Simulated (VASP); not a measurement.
A run of VASP 6.6.1:

Contents of INCAR:

```
PREC = Accurate
ENCUT = 520
EDIFF = 1E-8
ISMEAR = 0
SIGMA = 0.01
LREAL = F
LASPH = T
NELM = 80
ALGO = Normal
ISIF = 2
LWAVE = F
LCHARG = F
METAGGA = R2SCAN
LMIXTAU = T
NBANDS = 16
IBRION = 6
NFREE = 2
POTIM = 0.015
NSW = 1
```

Contents of KPOINTS:

```
Automatic mesh
0
Gamma
  6 6 6
```

POSCAR

```
CuI
1.0
    3.0634069117      3.0634069117      0.0000000000
   -3.0634069117      3.0634069117      0.0000000000
    0.0000000000      3.0634069117      3.0634069117
Cu I
1 1
Direct
    0.7500000000      0.2500000000      0.5000000000
    0.0000000000      0.0000000000      0.0000000000
```

Potentials or basis: VASP PAW PBE potentials, release 64 (Cu, I).

Command:

```console
$ cat potpaw_PBE.64/Cu/POTCAR potpaw_PBE.64/I/POTCAR > POTCAR
$ mpirun -np 1 vasp_std > vasp.out
```

Hardware: 1 thread of Intel Xeon 8259CL, with other jobs on the host.

Q: How long does it take, and how much memory?

A: Run time: 12 min on 1 thread of Intel Xeon 8259CL, with other jobs on the host, peak memory 0.25 GiB. Counts: scf iterations 66, k points 16.
